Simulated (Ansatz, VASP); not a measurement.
# BiB3H12: VASP beside Ansatz

```xyz
16
Lattice="14.3000 0.0000 0.0000 0.0000 14.6000 0.0000 0.0000 0.0000 10.7100" Properties=species:S:1:pos:R:3 pbc="T T T"
Bi    6.5655    7.3611    6.0899
B     8.9861    7.3694    5.3973
B     9.7987    7.4831    4.5000
B     9.1671    6.4782    6.2122
H     7.9930    7.0198    4.6188
H     8.7470    8.4691    5.9134
H     5.3479    9.4533    5.3973
H     4.8432   10.1002    4.5000
H     6.0293   10.0557    6.2122
H     6.1472    8.7680    4.6188
H     4.5151    8.6964    5.9134
H     5.3623    5.2606    5.3973
H     5.0545    4.5000    4.5000
H     4.5000    5.5494    6.2122
H     5.5562    6.2954    4.6188
H     6.4342    4.9178    5.9134
```

Alike in both runs: task single point; functional PBE; k mesh 1 × 1 × 1; occupations gaussian, width 0.01 eV; non-collinear spin, spin-orbit coupling.

|  | VASP | Ansatz |
| --- | --- | --- |
| version | VASP 6.6.1 | Ansatz 0.2.0 |
| potentials or method | VASP PAW PBE potentials, release 64 (Bi_d, B, H), cutoff 520 eV | plane waves, PAW |
| valence electrons in the cell | 36 | 36 |

|  | VASP | Ansatz | Ansatz less VASP |
| --- | --- | --- | --- |
| rms of the force components (eV/Å) | 0.094 | 0.100 | +0.0062 |
| net moment per atom (μB) | 0.00 | 0.00 | 0.000 |

The functional is the same, so the differences come from potentials, cutoffs and numerics. Ansatz's warnings: xc potential rough in thin density.
